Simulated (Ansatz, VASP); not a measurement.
**KF: VASP beside Ansatz**

INCAR

```
SYSTEM = KF
PREC = Accurate
ENCUT = 600
EDIFF = 1E-6
ISMEAR = 0
SIGMA = 0.1
LREAL = .False.
LASPH = .True.
NELM = 120
ALGO = Normal
ISIF = 2
LWAVE = .False.
LCHARG = .False.
GGA = PE
NBANDS = 15
GGA_COMPAT = .False.
```

File KPOINTS:

```
Automatic mesh
0
Gamma
  6 6 6
  0 0 0
```

File POSCAR:

```
KF
1.0
    0.0000000000      2.6718499700      2.6718499700
    2.6718499700      0.0000000000      2.6718499700
    2.6718499700      2.6718499700      0.0000000000
K F
1 1
Direct
    0.0000000000      0.0000000000      0.0000000000
    0.5000000000      0.5000000000      0.5000000000
```

Input for Ansatz:

```yaml
crystal:
  lattice:
    - [0.0, 2.67184997, 2.67184997]
    - [2.67184997, 0.0, 2.67184997]
    - [2.67184997, 2.67184997, 0.0]
  atoms:
    - { symbol: K, position: [0.0, 0.0, 0.0] }
    - { symbol: F, position: [0.5, 0.5, 0.5] }
basis:
  ecutwfc: 420
kpoints:
  mp_grid: { grid: [6, 6, 6] }
hamiltonian:
  xc: pbe
scf:
  occupations: { method: gaussian, width: 0.1 }
  lower_state_search: "off"
output:
  forces: true
  stress: true
  eigenvalues: true
```

Alike in both runs: task single point; functional PBE; k mesh 6 × 6 × 6; occupations gaussian, width 0.1 eV; no spin polarisation.

|  | VASP | Ansatz |
| --- | --- | --- |
| version | VASP 6.6.1 | Ansatz 0.2.0 |
| potentials or method | VASP PAW PBE potentials, release 64 (K_sv, F), cutoff 600 eV | scalar-relativistic, plane waves, PAW |
| valence electrons in the cell | 16 | 16 |

Ansatz gave:

```
gap on the k mesh at the Fermi level (eV) : 6.18
least direct gap on the mesh (eV)         : 6.18
pressure (GPa)                            : 1.4
```

**Question.** Estimate VASP's values.

**Answer.** gap on the k mesh at the Fermi level (eV): 6.17; least direct gap on the mesh (eV): 6.17; pressure (GPa): 1.4.

The functional is the same, so the differences come from potentials, cutoffs and numerics.
